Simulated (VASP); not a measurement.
The system is SrTi2O4.

```
CELL_PARAMETERS angstrom
0.00771 -3.09697 -0.03543
-5.09466 0.01233 -0.07763
-0.03247 -0.06982 -5.84693
ATOMIC_POSITIONS crystal
Sr 0.01474 0.98033 0.51925
Ti 0.49209 0.53073 0.97870
Ti 0.05086 0.01268 0.97512
O 0.45780 0.16482 0.21393
O 0.53994 0.82318 0.78004
O 0.98462 0.31816 0.83673
O 0.95996 0.67011 0.19623
```

| Quantity | Value |
| --- | --- |
| Program | VASP 6.6.1 |
| Task | relaxation of cell and atoms |
| Functional | PBE |
| Potentials or basis | VASP PAW PBE potentials, release 64 (Sr_sv, Ti_sv, O) |
| Cutoff | 600 eV |
| k mesh | 8 × 4 × 4 |
| Occupations | gaussian, width 0.2 eV |
| Spin | no spin polarisation |

At the start: pressure 8.5 GPa; volume 13.18 Å³/atom.

Where does the relaxation end?

Over 21 steps the energy falls by 285.0 meV/atom and the volume is 13.35 Å³/atom (+1.3 %); space group P1 (No. 1, to 0.1 Å) before, P2/m (No. 10, to 0.1 Å).

The path:
```csv
step,energy change (eV),largest force (eV/Å),pressure (GPa),volume (Å³)
1,0.0000,6.7147,8.45,92.23
2,-0.5987,4.6608,-7.16,101.69
3,-1.4724,1.4022,-4.28,97.13
4,-1.4740,1.3862,-4.10,96.99
5,-1.7563,1.3985,1.77,93.34
6,-1.7674,1.5815,3.48,92.47
7,-1.9200,0.6243,0.73,93.76
8,-1.9204,0.6132,0.81,93.70
9,-1.9559,0.2363,-1.40,94.68
10,-1.9568,0.2602,-1.83,94.88
11,-1.9810,0.2047,-0.01,93.53
12,-1.9815,0.1982,0.40,93.27
13,-1.9873,0.1780,0.00,93.42
14,-1.9877,0.2549,-0.17,93.48
15,-1.9917,0.0926,-0.11,93.41
16,-1.9919,0.0894,-0.08,93.39
17,-1.9934,0.0699,0.16,93.27
18,-1.9939,0.0829,0.49,93.13
19,-1.9948,0.0576,0.23,93.29
20,-1.9951,0.0436,-0.06,93.46
21,-1.9953,0.0232,-0.07,93.45
```

Final structure:
```xyz
7
Lattice="-0.0004 -3.0858 0.0027 -4.9951 -0.0033 -0.0050 0.0445 0.0059 -6.0624" Properties=species:S:1:pos:R:3 pbc="T T T"
Sr   -4.9701   -0.0029   -3.0387
Ti   -2.4537   -1.5397   -6.0609
Ti   -0.0019   -3.0837    0.0004
O    -0.7716   -1.5401   -1.1947
O    -4.1805   -1.5388   -4.8706
O    -1.6475    0.0025   -4.9563
O    -3.3028   -0.0027   -1.1083
```
